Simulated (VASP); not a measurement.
# Se (P6_3/mmc) in VASP: notebook

Se is run at these levels: r2SCAN; tasks: single point.

Program: VASP 6.6.1. These are calculated values, not measurements. Logs are shortened: lines on timing, memory, paths and dates and some standing lists are left out, and cuts for length are marked.

**1. The cell of the first run**

Symmetry: P6_3/mmc, No. 194, hexagonal system. The conventional cell has a = 3.494 Å, b = 3.494 Å, c = 3.670 Å, α = 90.00°, β = 90.00°, γ = 120.00°. Within 3.7 Å of Se (site symmetry -6m2) lie 14 Se at 2.73 to 3.67 Å.

This isn't the form of Se at room conditions, which is trigonal, of chains.

**2. Single point, r2SCAN (19.40 Å³/atom)**

Input file POSCAR:

```
Se
1.0
    3.4943819609      0.0000000000      0.0000000000
   -1.7471909805      3.0262235487      0.0000000000
    0.0000000000      0.0000000000      3.6698700991
Se
2
Direct
    0.3333333333      0.6666666667      0.2500000000
    0.6666666667      0.3333333333      0.7500000000
```

Input file INCAR.step1:

```
SYSTEM = Se
PREC     = Accurate       ! precision mode
ENCUT    = 520            ! plane-wave cutoff, eV
ISMEAR   = -1             ! smearing method
SIGMA    = 0.1            ! smearing width, eV
LREAL    = .False.        ! projectors in reciprocal space
LASPH    = .True.         ! aspherical terms in the spheres
NELM     = 80             ! most SCF steps
NBANDS   = 13             ! bands
GGA      = PE             ! functional
ALGO     = Normal         ! electronic algorithm
EDIFF    = 1E-4           ! SCF threshold, eV
LWAVE    = .True.         ! write WAVECAR
LCHARG   = .False.        ! write CHGCAR
```

Input file INCAR.step2:

```
SYSTEM = Se
PREC     = Accurate       ! precision mode
ENCUT    = 520            ! plane-wave cutoff, eV
EDIFF    = 1E-6           ! SCF threshold, eV
ISMEAR   = -1             ! smearing method
SIGMA    = 0.1            ! smearing width, eV
LREAL    = .False.        ! projectors in reciprocal space
LASPH    = .True.         ! aspherical terms in the spheres
NELM     = 80             ! most SCF steps
ALGO     = Normal         ! electronic algorithm
ISIF     = 2              ! what is computed and relaxed
LWAVE    = .False.        ! write WAVECAR
LCHARG   = .False.        ! write CHGCAR
METAGGA  = R2SCAN         ! meta-GGA
LMIXTAU  = .True.       
NBANDS   = 13             ! bands
ISTART   = 1
```

Input file KPOINTS:

```
regular mesh
0
Gamma
  11 11 9
  0 0 0
```

Potentials or basis: VASP PAW PBE potentials, release 64 (Se).

Launch:

```bash
cat potpaw_PBE.64/Se/POTCAR > POTCAR
cp INCAR.step1 INCAR
mpirun -np 1 vasp_std > vasp.out
cp INCAR.step2 INCAR
mpirun -np 1 vasp_std > vasp.out
```

OUTCAR:

```text
SYSTEM = Se
   PREC = Accurate
   ENCUT = 520
   EDIFF = 1E-6
   ISMEAR = -1
   LREAL = .False.
   LASPH = .True.
   NELM = 80
   ISIF = 2
   METAGGA = R2SCAN
   ISTART = 1

 ion  position               nearest neighbor table
   1  0.333  0.667  0.250-   2 2.73   2 2.73   2 2.73   2 2.73   2 2.73   2 2.73
   2  0.667  0.333  0.750-   1 2.73   1 2.73   1 2.73   1 2.73   1 2.73   1 2.73

  LATTYP: Found a hexagonal cell.
 ALAT       =     3.4943819609
 C/A-ratio  =     1.0502200790

  Lattice vectors:

 A1 = (   3.4943819609,   0.0000000000,   0.0000000000)
 A2 = (  -1.7471909805,   3.0262235487,   0.0000000000)
 A3 = (   0.0000000000,   0.0000000000,   3.6698700991)

Analysis of symmetry for initial positions (statically):
=====================================================================
 Subroutine PRICEL returns:
 Original cell was already a primitive cell.

 Routine SETGRP: Setting up the symmetry group for a
 hexagonal supercell.

 Subroutine GETGRP returns: Found 24 space group operations
 (whereof 12 operations were pure point group operations)
 out of a pool of 24 trial point group operations.

The static configuration has the point symmetry D_3d.
 The point group associated with its full space group is D_6h.

Analysis of symmetry for dynamics (positions and initial velocities):
=====================================================================
 Subroutine PRICEL returns:
 Original cell was already a primitive cell.

 Routine SETGRP: Setting up the symmetry group for a
 hexagonal supercell.

 Subroutine GETGRP returns: Found 24 space group operations
 (whereof 12 operations were pure point group operations)
 out of a pool of 24 trial point group operations.

The dynamic configuration has the point symmetry D_3d.
 The point group associated with its full space group is D_6h.

 Subroutine INISYM returns: Found 24 space group operations
 (whereof 12 operations are pure point group operations),
 and found     1 'primitive' translations

----------------------------------------------------------------------------------------

                                     Primitive cell

  volume of cell :      38.8081

  direct lattice vectors                    reciprocal lattice vectors
     3.494381961  0.000000000  0.000000000     0.286173638  0.165222427  0.000000000
    -1.747190981  3.026223549  0.000000000     0.000000000  0.330444854  0.000000000
     0.000000000  0.000000000  3.669870099     0.000000000  0.000000000  0.272489209

  length of vectors
[... 93 lines left out ...]
   NELECT =      12.0000    total number of electrons
   NUPDOWN=      -1.0000    fix difference up-down
   EMIN   =  10.00;   EMAX   =-10.00  energy-range for DOS
   EFERMI =   0.00;   METHOD = LEGACY
   ISMEAR =    -1;   SIGMA  =   0.10  broadening in eV -4-tet -1-fermi 0-gaus
   EFERMI_NEDOS =   21; number of points for ismear=-14 and -15
   IALGO  =     38    algorithm
   IMIX   =      4    mixing-type and parameters
     AMIX     =   0.40;   BMIX     =  1.00
     AMIX_MAG =   1.60;   BMIX_MAG =  1.00
  volume/ion in A,a.u.               =      19.40       130.94
  Fermi-wavevector in a.u.,A,eV,Ry     =   1.107035  2.091992 16.674290  1.225526
  Thomas-Fermi vector in A             =   2.243544
   LORBIT       =      0    0 simple, 1 ext, 2 COOP (PROOUT), +10 PAW based schemes
   METAGGA = R2SCAN    functional components
   LHFCALC =     F    Hartree Fock is set to
   AEXX    =    0.0000 exact exchange contribution
   IVDW    =     0    specifies the selected vdW correction
   LEPSILON=     F    determine dielectric tensor
   LRPA    =     F    only Hartree local field effects (RPA)
 non-spin polarized calculation
  energy-cutoff  :      520.00
  volume of cell :       38.81
 maximum number of plane-waves:      1070
 NGX is ok and might be reduce to    28
   NGX = 13   NGY = 13   NGZ = 13

 number of electron      12.0000000 magnetization

 Free energy of the ion-electron system (eV)
  ---------------------------------------------------
  ext. energy  EPLUGINS =         0.00000000
  ---------------------------------------------------
  free energy    TOTEN  =       -27.54992841 eV

  energy without entropy =      -27.51696195  energy(sigma->0) =      -27.53344518

 E-fermi :   6.2394     XC(G=0): -11.2028

 val. band max:        6.1696409238   @ k =   0.2727  -0.0000   0.3333
 cond. band min:       6.2432161033   @ k =   0.2727   0.1818   0.2222
 fundamental gap:      0.0735751796
 Fermi energy:         6.2393528860

 k-point     1 :       0.0000    0.0000    0.0000
  band No.  band energies     occupation
      1     -11.7553      2.00000
      2      -3.9168      2.00000
      3       0.2976      2.00000
      4       3.3770      2.00000
      5       3.3770      2.00000
      6       7.1587      0.00020
      7       7.1587      0.00020
      8      10.4369      0.00000
      9      10.6196      0.00000
     10      14.5389      0.00000
     11      17.1823      0.00000
     12      17.1824      0.00000
     13      18.7114      0.00000
[... 354 lines left out ...]
  band No.  band energies     occupation
      1     -10.8620      2.00000
      2      -5.2250      2.00000
      3       0.4504      2.00000
      4       1.9526      2.00000
      5       3.4256      2.00000
      6       5.8289      1.96752
      7       7.8747      0.00000
      8       8.5210      0.00000
      9      12.6315      0.00000
     10      14.2567      0.00000
     11      16.1111      0.00000
     12      18.3651      0.00000
     13      19.1164      0.00000

 [... further k-points ...]

------------------------ aborting loop because EDIFF is reached ----------------------------------------

  FORCE on cell =-STRESS in cart. coord.  units (eV):
  Direction    XX          YY          ZZ          XY          YZ          ZX
  --------------------------------------------------------------------------------------
  -------------------------------------------------------------------------------------
  Total        2.3953405      2.3953405      3.7676843     -0.0000000      0.0000000      0.0000000
  in kB       98.8907716     98.8907716    155.5474924     -0.0000000      0.0000000      0.0000000
  external PRESSURE =     117.7763452 kB  Pullay stress =       0.0000000 kB

 VOLUME and BASIS-vectors are now :
 -----------------------------------------------------------------------------
  energy-cutoff  :      520.00
  volume of cell :       38.81
      direct lattice vectors                 reciprocal lattice vectors
     3.494381961  0.000000000  0.000000000     0.286173638  0.165222427  0.000000000
    -1.747190981  3.026223549  0.000000000     0.000000000  0.330444854  0.000000000
     0.000000000  0.000000000  3.669870099     0.000000000  0.000000000  0.272489209

 POSITION                                       TOTAL-FORCE (eV/Angst)
 -----------------------------------------------------------------------------------
     -0.00000      2.01748      0.91747        -0.000000      0.000000      0.000000
      1.74719      1.00874      2.75240         0.000000      0.000000      0.000000
 -----------------------------------------------------------------------------------
    total drift:                                0.000000     -0.000000      0.000000

  FREE ENERGIE OF THE ION-ELECTRON SYSTEM (eV)
  ---------------------------------------------------
  free  energy   TOTEN  =       -27.5499284083 eV

  energy  without entropy=      -27.5169619485  energy(sigma->0) =      -27.53344518
```

OUTCAR.step1:

```text
SYSTEM = Se
   PREC = Accurate
   ENCUT = 520
   ISMEAR = -1
   LREAL = .False.
   LASPH = .True.
[... 608 lines left out ...]
     -0.00000      2.01748      0.91747         0.000000      0.000000      0.000000
      1.74719      1.00874      2.75240        -0.000000     -0.000000      0.000000
 -----------------------------------------------------------------------------------
    total drift:                                0.000000     -0.000000      0.000000

  FREE ENERGIE OF THE ION-ELECTRON SYSTEM (eV)
  ---------------------------------------------------
  free  energy   TOTEN  =        -6.0956196842 eV

  energy  without entropy=       -6.0618042822  energy(sigma->0) =       -6.07871198
```

OSZICAR.step1:

```text
N       E                     dE             d eps       ncg     rms          rms(c)
DAV:   1     0.494341786396E+02    0.49434E+02   -0.53934E+03  2080   0.805E+02
DAV:   2    -0.355659288361E+01   -0.52991E+02   -0.50367E+02  2849   0.137E+02
DAV:   3    -0.608038378673E+01   -0.25238E+01   -0.25093E+01  2681   0.317E+01
DAV:   4    -0.609138098997E+01   -0.10997E-01   -0.10995E-01  2368   0.248E+00
DAV:   5    -0.609141833404E+01   -0.37344E-04   -0.37344E-04  2693   0.145E-01    0.640E+00
DAV:   6    -0.609373365851E+01   -0.23153E-02   -0.10959E-03  2475   0.263E-01    0.384E+00
DAV:   7    -0.609557063471E+01   -0.18370E-02   -0.26738E-03  2435   0.407E-01    0.484E-02
DAV:   8    -0.609561968415E+01   -0.49049E-04   -0.47187E-05  1780   0.488E-02
   1 F= -.60956197E+01 E0= -.60787120E+01  d E =-.338154E-01
```

It took 68 s on 1 thread of Intel Xeon 6975P-C (Granite Rapids), shared host; peak memory 0.17 GiB.

What came out:

```
Free energy            : -27.5499 eV
Pressure               : 11.8 GPa
Band gap on the k mesh : zero (bands 6 and 7 overlap by 2.10 eV)
```

Stress tensor (GPa, compression positive):
```
 9.89  0.00  0.00
 0.00  9.89  0.00
 0.00  0.00 15.55
```

Caveat: the cell stands under pressure; the PAW data sets were made with another functional, which shifts forces and pressure a little.

[end of part 1 of 2]
